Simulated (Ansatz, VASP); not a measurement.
**Two plane-wave programs on As**

```
As
1.0
     0.00000    2.09161    2.09161
     2.09161    0.00000    2.09161
     2.09161    2.09161    0.00000
As
1
Direct
  0.00000 0.00000 0.00000
```

Alike in both runs: task relaxation of cell and atoms; functional LDA; k mesh 13 × 13 × 13; occupations fermi-dirac, width 0.1 eV; no spin polarisation.

```csv
,VASP,Ansatz
version,VASP 6.6.1,Ansatz 0.2.0
potentials or method,"VASP PAW LDA potentials, release 64 (As), cutoff 600 eV","plane waves (420 eV) with PAW, scalar-relativistic"
valence electrons in the cell,5,15
```

Ansatz gave:

| Property | Result |
| --- | --- |
| relaxed volume (Å³/atom) | 18.15 |
| relaxed cell length with the largest relative difference (Å) | 2.950 |

Q: What did VASP give for the same quantities?

A: Relaxed volume (Å³/atom): 18.20; relaxed cell length with the largest relative difference (Å): 2.952.

Ansatz warns that its potentials were made for another functional, while VASP's fit it. LDA's correlation is that of Perdew and Zunger in VASP and of Perdew and Wang (1992) in Ansatz. VASP's potentials hold 5 valence electrons a cell and Ansatz's 15, so a difference there can come from the potentials and not from the codes.
